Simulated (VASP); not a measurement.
# Re: single point with LDA

The system is Re.

```
CELL_PARAMETERS angstrom
14.00000 0.00000 0.00000
0.00000 14.40000 0.00000
0.00000 0.00000 14.80000
ATOMIC_POSITIONS crystal
Re 0.50000 0.50000 0.50000
```

```json
{"Program": "VASP 6.6.1", "Task": "single point", "Functional": "LDA", "Potentials or basis": "VASP PAW LDA potentials, release 64 (Re)", "Cutoff": "520 eV", "k mesh": "1 × 1 × 1", "Occupations": "fermi-dirac, width 0.01 eV", "Spin": "collinear spin, ferromagnetic start", "Starting moments": "[5.0] μB"}
```

The pressure is 0.0 GPa, the band gap on the k mesh is 1.19 eV and the net moment is 5.00 μB per cell. The site moments are Re +4.40 μB. The valence electrons inside the program's atomic spheres are Re 5.14.

Levels at points of the mesh, in eV from the valence-band top:
Spin up:
| k point | band 4 | band 5 | band 6 | band 7 | band 8 | band 9 |
| --- | --- | --- | --- | --- | --- | --- |
| (0.00, 0.00, 0.00) | -1.31 | -1.31 | -1.31 | 3.55 | 3.55 | 3.55 |
Spin down:
```csv
k point,band 1,band 2,band 3,band 4,band 5,band 6
"(0.00, 0.00, 0.00)",0.00,1.19,1.19,1.19,1.19,1.19
```

It took 3.2 min on 1 thread of Intel(R) Xeon(R) Platinum 8488C (Sapphire Rapids), on a shared host, peak memory 1.6 GiB.

Caveat: spin-orbit coupling is left out, which moves the levels of the heavy elements.
